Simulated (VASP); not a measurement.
Set up this calculation in VASP 6.6.1, as the native input.

- Task: single point
- Functional: PBE
- Potentials or basis: VASP PAW PBE potentials, release 64 (In_d)
- Cutoff: 520 eV
- k mesh: 21 × 21 × 18
- Occupations: gaussian, width 0.1 eV
- Spin: no spin polarisation
- Dipole correction: no
- Further INCAR settings: ALGO = Fast; EDIFF = 1e-06; NBANDS = 12

The structure of In lies in POSCAR:

```
In
1.0
    3.2583056547      0.0000000000      0.0000000000
   -1.6291528273      2.8217754703      0.0000000000
    0.0000000000      0.0000000000      3.1013026764
In
1
Direct
    0.0000000000      0.0000000000      0.0000000000
```

These files were run (other wordings do the same):

INCAR

```
PREC = Accurate
ENCUT = 520
EDIFF = 1E-6
ISMEAR = 0
SIGMA = 0.1
LREAL = False
LASPH = True
NELM = 100
ALGO = Fast
ISIF = 2
LWAVE = False
LCHARG = False
GGA = PE
NBANDS = 12
```

KPOINTS

```
regular mesh
0
Gamma
  21 21 18
```

Potentials or basis: VASP PAW PBE potentials, release 64 (In_d).

Launch:

```bash
$ cat potpaw_PBE.64/In_d/POTCAR > POTCAR
$ mpirun -np 1 vasp_std > vasp.out
```

Results of the run:

| Quantity | Value |
| --- | --- |
| Pressure | 0.0 GPa |

It took 37 s on 1 thread of Intel(R) Xeon(R) 6975P-C (Granite Rapids), with other jobs on the host, peak memory 0.26 GiB.
